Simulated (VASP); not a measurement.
Here is a VASP 6.6.1 calculation.

Contents of INCAR:

```
SYSTEM = Na3HSe
ALGO = Normal
EDIFF = 1E-8
ENCUT = 520
GGA = PE
ISIF = 2
ISMEAR = 0
LASPH = .TRUE.
LCHARG = .FALSE.
LEFG = .TRUE.
LREAL = .FALSE.
LWAVE = .FALSE.
NBANDS = 22
NELM = 100
PREC = Accurate
SIGMA = 0.05
```

KPOINTS

```
k-points
0
G
  6 6 6
  0 0 0
```

The input POSCAR:

```
Na3HSe
1.0
    4.5590100000      0.0000000000      0.0000000000
    0.0000000000      4.5590100000      0.0000000000
    0.0000000000      0.0000000000      4.5590100000
Na H Se
3 1 1
Direct
    0.0000000000      0.5000000000      0.5000000000
    0.5000000000      0.0000000000      0.5000000000
    0.5000000000      0.5000000000      0.0000000000
    0.5000000000      0.5000000000      0.5000000000
    0.0000000000      0.0000000000      0.0000000000
```

Potentials or basis: VASP PAW PBE potentials, release 64 (Na_pv, H, Se).

The run is started by

```console
$ cat potpaw_PBE.64/Na_pv/POTCAR potpaw_PBE.64/H/POTCAR potpaw_PBE.64/Se/POTCAR > POTCAR
$ mpirun -np 1 vasp_std > vasp.out
```

Q: Predict the band gap on the k mesh.

A: 2.76 eV (least direct gap 2.90 eV).

Q: Predict the pressure.

A: -0.2 GPa.

Electric field gradients, principal values (V/Å²):
| atom | least | middle | greatest (by size) |
| --- | --- | --- | --- |
| 1 Na | 4.224 | 4.224 | -8.448 |
| 2 Na | 4.224 | 4.224 | -8.448 |
| 3 Na | 4.224 | 4.224 | -8.448 |
| 4 H | 0.000 | 0.000 | 0.000 |
| 5 Se | 0.000 | 0.000 | 0.000 |

Caveat: without QUAD_EFG the Cq values of the log hold for a quadrupole moment of 1 mb, not for the nuclei. A k mesh can miss the band edges.
